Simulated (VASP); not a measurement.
CuO, 4 atoms in the cell. The structure is tetragonal, space group P4/nmm (No. 129). Conventional cell: a = 3.175 Å, b = 3.175 Å, c = 4.650 Å, α = 90.00°, β = 90.00°, γ = 90.00°. Within 2.7 Å of Cu (site symmetry -4m2) lie 4 O at 2.02 Å and 4 Cu at 2.25 Å. Within 2.7 Å of O (site symmetry 4mm) lie 4 Cu at 2.02 Å. 

| Quantity | Value |
| --- | --- |
| Program | VASP 6.6.1 |
| Task | relaxation of cell and atoms |
| Functional | r2SCAN |
| Potentials or basis | VASP PAW PBE potentials, release 64 (Cu, O) |
| Cutoff | 600 eV |
| k mesh | 8 × 8 × 6 |
| Occupations | fermi-dirac, width 0.05 eV |
| Spin | no spin polarisation |
| Hubbard terms | Cu d U = 5.3 eV |
| Dipole correction | no |
| Further INCAR settings | ALGO = Normal; EDIFF = 1e-06; IBRION = 2; EDIFFG = -0.01; NSW = 60; ISIF = 3 |

Potentials or basis: VASP PAW PBE potentials, release 64 (Cu, O).

The run is started by

```sh
$ cat potpaw_PBE.64/Cu/POTCAR potpaw_PBE.64/O/POTCAR > POTCAR
$ cp INCAR.step1 INCAR
$ mpirun -np 1 vasp_std > vasp.out
$ cp INCAR.step2 INCAR
$ mpirun -np 1 vasp_std > vasp.out
```

Hardware: 1 thread of Intel(R) Xeon(R) Platinum 8488C (Sapphire Rapids), with other jobs on the host.

Q: How long does it take, and how much memory?

A: It took 79 min on 1 thread of Intel(R) Xeon(R) Platinum 8488C (Sapphire Rapids) (shared host), peak memory 0.27 GiB. Counts: k points 60, ion steps 40.
